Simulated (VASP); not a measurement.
# Zn13Cd3Se16 (P1) in VASP: settings compared, part 2 of 3

VASP 6.6.1. The steps go on from the part before.

## 3. Relaxation of volume and atoms at fixed shape, PBEsol

File INCAR:

```
PREC = Accurate
ENCUT = 600
EDIFF = 1E-6
ISMEAR = -1
SIGMA = 0.05
LREAL = Auto
LASPH = True
NELM = 60
ALGO = Normal
ISIF = 8
LWAVE = False
LCHARG = False
GGA = PS
IBRION = 2
NSW = 100
EDIFFG = -0.03
ISYM = 0
LUSENCCL = False
```

File KPOINTS:

```
Automatic mesh
0
Gamma
  1 1 1
  0.25 0.25 0.25
```

File POSCAR:

```
Zn13Cd3Se16
1.0
   11.4364640000      0.0000000000      0.0000000000
    0.0000000000     11.4364640000      0.0000000000
    0.0000000000      0.0000000000     11.4364640000
Zn Cd Se
26 6 32
Direct
    0.0017190000      0.0018020000      0.9986470000
    0.0032230000      0.0010780000      0.5010190000
    0.9994920000      0.5009720000      0.9975880000
    0.4990260000      0.9985910000      0.9970740000
    0.5007760000      0.5017920000      0.0007160000
    0.5002600000      0.4978030000      0.5015690000
    0.2476540000      0.2494140000      0.9988340000
    0.2501120000      0.2489610000      0.5008120000
    0.2509110000      0.7495810000      0.9985060000
    0.7494360000      0.2464340000      0.9996490000
    0.7488000000      0.2480290000      0.4978210000
    0.7502010000      0.7529150000      0.0024650000
    0.7475910000      0.7512820000      0.5012760000
    0.2479370000      0.9998070000      0.2477320000
    0.2461880000      0.0011820000      0.7494010000
    0.2528160000      0.5023960000      0.2494770000
    0.2515320000      0.4996690000      0.7516410000
    0.7515250000      0.9978100000      0.2510590000
    0.7495210000      0.0006460000      0.7488630000
    0.7463050000      0.5000290000      0.2487250000
    0.7509740000      0.4995290000      0.7490120000
    0.0005760000      0.2505420000      0.2491640000
    0.9990070000      0.7477080000      0.2508630000
    0.4991930000      0.2496160000      0.2490600000
    0.5023280000      0.2504410000      0.7537160000
    0.5028800000      0.7497690000      0.2494480000
    0.0009710000      0.5022850000      0.5025750000
    0.4990770000      0.0012400000      0.4988260000
    0.2491780000      0.7524870000      0.4991710000
    0.0001080000      0.2492260000      0.7501190000
    0.9969620000      0.7514900000      0.7491550000
    0.4979950000      0.7509320000      0.7538360000
    0.1245140000      0.1261250000      0.1272700000
    0.1251470000      0.1238130000      0.6284870000
    0.1252180000      0.6293260000      0.1237490000
    0.1259230000      0.6224980000      0.6225040000
    0.6232660000      0.1256440000      0.1244000000
    0.6269970000      0.1237000000      0.6213430000
    0.6228450000      0.6221730000      0.1236320000
    0.6246300000      0.6226040000      0.6245430000
    0.3758310000      0.3787700000      0.1257980000
    0.3784590000      0.3779640000      0.6231320000
    0.3774740000      0.8749820000      0.1242710000
    0.3759160000      0.8776700000      0.6239190000
    0.8718950000      0.3768150000      0.1224890000
    0.8732140000      0.3746740000      0.6236160000
    0.8731080000      0.8767410000      0.1271920000
    0.8782740000      0.8754650000      0.6244100000
    0.3742780000      0.1222170000      0.3752530000
    0.3736030000      0.1236830000      0.8749160000
    0.3786740000      0.6217160000      0.3704900000
    0.3758680000      0.6264300000      0.8750360000
    0.8766880000      0.1223700000      0.3747710000
    0.8780010000      0.1232890000      0.8707800000
    0.8757920000      0.6239110000      0.3778980000
    0.8745200000      0.6244020000      0.8772120000
    0.1253640000      0.3738180000      0.3720800000
    0.1239210000      0.3768280000      0.8752120000
    0.1234510000      0.8744170000      0.3730710000
    0.1228130000      0.8766960000      0.8749050000
    0.6246240000      0.3758560000      0.3772190000
    0.6232950000      0.3746760000      0.8752080000
    0.6239700000      0.8756700000      0.3768640000
    0.6235940000      0.8752380000      0.8725080000
```

Potentials or basis: VASP PAW PBE potentials, release 64 (Zn, Cd, Se).

Started as:

```console
$ cat potpaw_PBE.64/Zn/POTCAR potpaw_PBE.64/Cd/POTCAR potpaw_PBE.64/Se/POTCAR > POTCAR
$ mpirun -np 1 vasp_std > vasp.out
```

It took 37 min on 1 × NVIDIA H100 80GB with 1 thread of AMD EPYC 7R13 (Zen 3), shared host; peak memory 3.2 GiB.

It converged, with:

* Free energy: -212.6364 eV
* Relaxed volume: 23.45 Å³/atom
* Relaxed cell: a = 11.449 Å, b = 11.449 Å, c = 11.449 Å, α = 90.00°, β = 90.00°, γ = 90.00°
* Space group after relaxing (to 0.1 Å): P1 (No. 1)
* Energy gained by relaxing: 38.8 meV/atom
* Ionic steps: 14
* Pressure after relaxing: 0.0 GPa
* Largest force after relaxing: 0.022 eV/Å
* Band gap on the k mesh: 2.15 eV

Forces in eV/Å, atoms in the order of the input:
```
Zn   0.006 -0.012 -0.013
Zn  -0.014 -0.009  0.004
Zn  -0.003  0.006 -0.003
Zn  -0.005 -0.008  0.005
Zn  -0.005  0.007 -0.008
Zn  -0.004  0.007  0.004
Zn   0.001 -0.004 -0.010
Zn  -0.001 -0.006  0.003
Zn  -0.006  0.003  0.003
Zn   0.001  0.011  0.005
Zn  -0.003  0.004  0.017
Zn   0.008 -0.012 -0.015
Zn   0.006  0.007 -0.006
Zn  -0.006 -0.006  0.003
Zn  -0.005  0.007 -0.007
Zn   0.002  0.003  0.009
Zn   0.001 -0.003  0.001
Zn   0.007 -0.007  0.002
Zn   0.006 -0.007  0.001
Zn   0.011  0.008 -0.001
Zn  -0.010  0.015 -0.012
Zn   0.002 -0.008  0.012
Zn   0.011  0.013 -0.002
Zn   0.005 -0.002  0.007
Zn  -0.007  0.008 -0.009
Zn  -0.012 -0.003  0.004
Cd  -0.004  0.005 -0.004
Cd   0.005 -0.007  0.012
Cd  -0.010 -0.006  0.001
Cd   0.009 -0.007 -0.008
Cd   0.004  0.011 -0.001
Cd   0.007 -0.005 -0.006
Se   0.000 -0.003  0.001
Se   0.001 -0.009 -0.007
Se  -0.001  0.001 -0.004
Se  -0.004 -0.002  0.014
Se  -0.004  0.007 -0.007
Se  -0.005  0.002  0.008
Se  -0.005  0.001  0.002
Se  -0.002  0.002 -0.008
Se   0.005 -0.002  0.006
Se   0.001  0.000 -0.003
Se   0.000 -0.005  0.000
Se   0.005 -0.003  0.007
Se   0.009  0.000  0.001
Se   0.009  0.003  0.008
Se  -0.001 -0.007 -0.006
Se  -0.004  0.000 -0.003
Se   0.004 -0.001  0.011
Se   0.008 -0.001 -0.006
Se  -0.004 -0.001  0.006
Se  -0.001  0.003 -0.005
Se   0.001  0.001  0.011
Se   0.000  0.004 -0.005
Se   0.007  0.012  0.000
Se   0.013 -0.004 -0.012
Se  -0.004 -0.004  0.011
Se  -0.004 -0.003 -0.005
Se  -0.006  0.008  0.012
Se   0.004 -0.001 -0.004
Se  -0.002  0.006  0.013
Se  -0.007  0.001 -0.016
Se  -0.005 -0.010 -0.001
Se  -0.006  0.000 -0.007
```

Step by step:
```tsv
step	energy change (eV)	largest force (eV/Å)	pressure (GPa)	volume (Å³)
1	0.0000	2.0224	1.01	1495.81
2	-1.7181	0.7628	-0.83	1528.08
3	-1.8684	0.5393	-1.43	1541.90
4	-2.2470	0.4478	0.19	1498.12
5	-2.2509	0.4638	0.39	1493.18
6	-2.3706	0.2558	0.20	1496.84
7	-2.4256	0.2020	-0.02	1501.43
8	-2.4609	0.0970	-0.04	1501.28
9	-2.4721	0.0764	-0.03	1501.15
10	-2.4790	0.0458	0.04	1499.40
11	-2.4804	0.0463	0.11	1497.97
12	-2.4825	0.0354	-0.11	1503.19
13	-2.4829	0.0376	-0.05	1501.61
14	-2.4848	0.0216	-0.01	1500.79
```

Final structure:
```
CELL_PARAMETERS angstrom
11.44916 0.00000 0.00000
0.00000 11.44916 0.00000
0.00000 0.00000 11.44916
ATOMIC_POSITIONS crystal
Zn 0.99970 0.00084 0.00469
Zn 0.99816 0.00324 0.49469
Zn 0.99924 0.50006 0.00519
Zn 0.49992 0.00275 0.00237
Zn 0.50082 0.49755 0.00262
Zn 0.50258 0.49462 0.49734
Zn 0.25211 0.25019 0.00261
Zn 0.25262 0.25041 0.49716
Zn 0.24997 0.75047 0.00513
Zn 0.74757 0.24943 0.00295
Zn 0.74746 0.24927 0.49583
Zn 0.74960 0.75063 0.00435
Zn 0.74947 0.75006 0.49541
Zn 0.24776 0.00211 0.24360
Zn 0.24900 0.00614 0.75594
Zn 0.25231 0.49823 0.24441
Zn 0.25604 0.49405 0.75535
Zn 0.75165 0.00086 0.24724
Zn 0.75028 0.00229 0.75185
Zn 0.74718 0.49876 0.24675
Zn 0.74476 0.49760 0.75340
Zn 0.99925 0.24893 0.24683
Zn 0.99703 0.75131 0.24512
Zn 0.49999 0.25175 0.24664
Zn 0.50014 0.25180 0.75295
Zn 0.50228 0.74806 0.24448
Cd 0.99867 0.49781 0.49467
Cd 0.50237 0.00504 0.49618
Cd 0.25067 0.75009 0.49242
Cd 0.00047 0.24885 0.75228
Cd 0.99668 0.75252 0.75431
Cd 0.50265 0.74724 0.75475
Se 0.12398 0.12730 0.12250
Se 0.13135 0.11971 0.61672
Se 0.12416 0.62574 0.12717
Se 0.13311 0.61606 0.63359
Se 0.62423 0.12554 0.12712
Se 0.63136 0.13347 0.63276
Se 0.62479 0.62335 0.12243
Se 0.63119 0.61829 0.61695
Se 0.37693 0.37394 0.12348
Se 0.37691 0.37308 0.62452
Se 0.37631 0.87575 0.12567
Se 0.36883 0.88333 0.63297
Se 0.87374 0.37379 0.12569
Se 0.86029 0.37415 0.62492
Se 0.87477 0.87597 0.12386
Se 0.86747 0.88296 0.61666
Se 0.36873 0.13179 0.36333
Se 0.37630 0.12789 0.87757
Se 0.38436 0.61624 0.36519
Se 0.36963 0.61794 0.88632
Se 0.87341 0.12745 0.37204
Se 0.86915 0.11870 0.88513
Se 0.86826 0.63090 0.36422
Se 0.86585 0.61710 0.88407
Se 0.13237 0.36793 0.36463
Se 0.13081 0.38032 0.88517
Se 0.11667 0.88226 0.36369
Se 0.13126 0.88331 0.88528
Se 0.62513 0.37245 0.37101
Se 0.62322 0.37398 0.87870
Se 0.63016 0.86956 0.36498
Se 0.63230 0.88244 0.88415
```

Levels at points of the mesh, in eV from the valence-band top:
| k point | band 286 | band 287 | band 288 | band 289 | band 290 | band 291 |
| --- | --- | --- | --- | --- | --- | --- |
| (0.25, 0.25, 0.25) | -0.33 | -0.02 | -0.01 | 2.16 | 2.59 | 3.20 |

Caveat: the PAW data sets were made with another functional, which shifts forces and pressure a little; a shifted mesh leaves out Γ, where band edges can lie.

(Continued in part 3 of 3.)
